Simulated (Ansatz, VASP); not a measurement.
## Two plane-wave programs on Fe

```
Fe
1.0
    -1.43747    1.43747    1.43747
     1.43747   -1.43747    1.43747
     1.43747    1.43747   -1.43747
Fe
1
Direct
  0.00000 0.00000 0.00000
```

Alike in both runs: functional BLYP; k mesh 15 × 15 × 15; occupations fermi-dirac, width 0.05 eV; collinear spin.

Ansatz relaxed the structure, and its values are those at the end. VASP's run is a single point on that final structure, the one shown.

|  | VASP | Ansatz |
| --- | --- | --- |
| version | VASP 6.6.1 | Ansatz 0.2.0 |
| potentials or method | VASP PAW PBE potentials, release 64 (Fe), cutoff 520 eV | plane waves (420 eV) with PAW, scalar-relativistic |
| valence electrons in the cell | 8 | 16 |

```csv
,VASP,Ansatz,Ansatz less VASP
pressure (GPa),0.3,0.0,-0.26
net moment per atom (μB),2.25,2.23,-0.013
size of the moment on the site where the two differ most (μB),2.25,2.28,+0.033
```

VASP's potentials were made for PBE, not for BLYP. Site moments also hang on the region over which each program counts them. The functional is the same, so the differences come from potentials, cutoffs and numerics. VASP's potentials hold 8 valence electrons a cell and Ansatz's 16, so a difference there can come from the potentials and not from the codes.
